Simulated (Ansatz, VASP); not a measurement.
GaP: VASP beside Ansatz

The input INCAR:

```
SYSTEM = GaP
PREC = Accurate
ENCUT = 520
EDIFF = 1E-8
ISMEAR = -1
SIGMA = 0.05
LREAL = .FALSE.
LASPH = .TRUE.
NELM = 60
ALGO = Normal
ISIF = 2
LWAVE = .FALSE.
LCHARG = .FALSE.
GGA = PE
LEFG = .TRUE.
NBANDS = 16
```

The input KPOINTS:

```
Automatic mesh
0
G
  10 10 10
  0 0 0
```

POSCAR

```
GaP
1.0
    0.0000000000      2.7252500000      2.7525025000
    2.7252500000      0.0000000000      2.7525025000
    2.7252500000      2.7252500000      0.0000000000
Ga P
1 1
Direct
    0.0000000000      0.0000000000      0.0000000000
    0.7500000000      0.7500000000      0.7500000000
```

Input for Ansatz:

```yaml
crystal:
  lattice:
    - [0.0, 2.72525, 2.7525025]
    - [2.72525, 0.0, 2.7525025]
    - [2.72525, 2.72525, 0.0]
  atoms:
    - { symbol: Ga, position: [0.0, 0.0, 0.0] }
    - { symbol: P, position: [0.75, 0.75, 0.75] }
kpoints:
  mp_grid: { grid: [10, 10, 10] }
scf:
  occupations: { method: fermi_dirac, width: 0.05 }
hamiltonian:
  xc: pbe
  pseudopotentials: { kind: all_electron, datasets: crystal }
output:
  forces: true
  stress: true
  eigenvalues: true
  efg: { contact_densities: true }
```

Change from the starting cell: zz strain of +1 %, crystal datasets.

Alike in both runs: task electric field gradients; functional PBE; k mesh 10 × 10 × 10; occupations fermi-dirac, width 0.05 eV; no spin polarisation.

|  | VASP | Ansatz |
| --- | --- | --- |
| version | VASP 6.6.1 | Ansatz 0.2.0 |
| potentials or method | VASP PAW PBE potentials, release 64 (Ga_d, P), cutoff 520 eV | all-electron PAW with datasets made for the crystal, scalar-relativistic |

Ansatz gave:

| Item | Value |
| --- | --- |
| pressure (GPa) | 1.6 |
| traceless stress, the component that is largest in VASP (GPa) | -0.49 |
| size of Vzz on the site where it differs most (V/Å²) | 2.0 |

Problem. Estimate VASP's values.

Solution. Pressure (GPa): 1.6; traceless stress, the component that is largest in VASP (GPa): -0.49; size of Vzz on the site where it differs most (V/Å²): 1.7.

Ansatz ran all-electron here, and VASP with PAW potentials.
